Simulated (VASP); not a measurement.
Set up this calculation in VASP 6.6.1, as the native input.

| Quantity | Value |
| --- | --- |
| Task | single point |
| Functional | PBE |
| Potentials or basis | VASP PAW PBE potentials, release 64 (Ru_pv) |
| Cutoff | 500 eV |
| k mesh | 24 × 24 × 12 |
| Occupations | gaussian, width 0.15 eV |
| Spin | no spin polarisation |
| Dipole correction | no |
| Further INCAR settings | ALGO = Normal; EDIFF = 1e-06; NBANDS = 21 |

The structure of Ru lies in POSCAR:

```
Ru
1.0
    2.7057993342      0.0000000000      0.0000000000
   -1.3528996671      2.3432909610      0.0000000000
    0.0000000000      0.0000000000      4.2819000000
Ru
2
Direct
    0.2544666351      0.7306792039      0.2500000000
    0.6666666667      0.3333333333      0.7500000000
```

This cell differs from its parent crystal: atom 1 (Ru) moved by (-0.300, +0.150) A along x and y.

The input as run:

INCAR

```
  PREC = Accurate
  ENCUT = 500
  EDIFF = 1E-6
  ISMEAR = 0
  SIGMA = 0.15
  LREAL = False
  LASPH = True
  NELM = 120
  ALGO = Normal
  ISIF = 2
  LWAVE = False
  LCHARG = False
  GGA = PE
  NBANDS = 21
  GGA_COMPAT = False
```

KPOINTS

```
Automatic mesh
0
Gamma
  24 24 12
```

Potentials or basis: VASP PAW PBE potentials, release 64 (Ru_pv).

The run is started by

```sh
$ cat potpaw_PBE.64/Ru_pv/POTCAR > POTCAR
$ mpirun -np 1 vasp_std > vasp.out
```

Results of the run:

```json
{
  "Pressure": "9.3 GPa",
  "Largest force": "2.350 eV/Å",
  "Band gap on the k mesh": "zero (bands 14 and 15 overlap by 3.02 eV)"
}
```

Caveat: the cell differs from its parent crystal (atom 1 (Ru) moved by (-0.300, +0.150) A along x and y); the stress differs along the axes, from 3 to 16 GPa; forces of over 1 eV/Å act on the atoms, so gaps and moduli don't describe the material at rest.

Run time: 5.4 min on 1 thread of AMD EPYC 9R45 96-Core Processor (Zen 5) (shared host), peak memory 0.83 GiB.
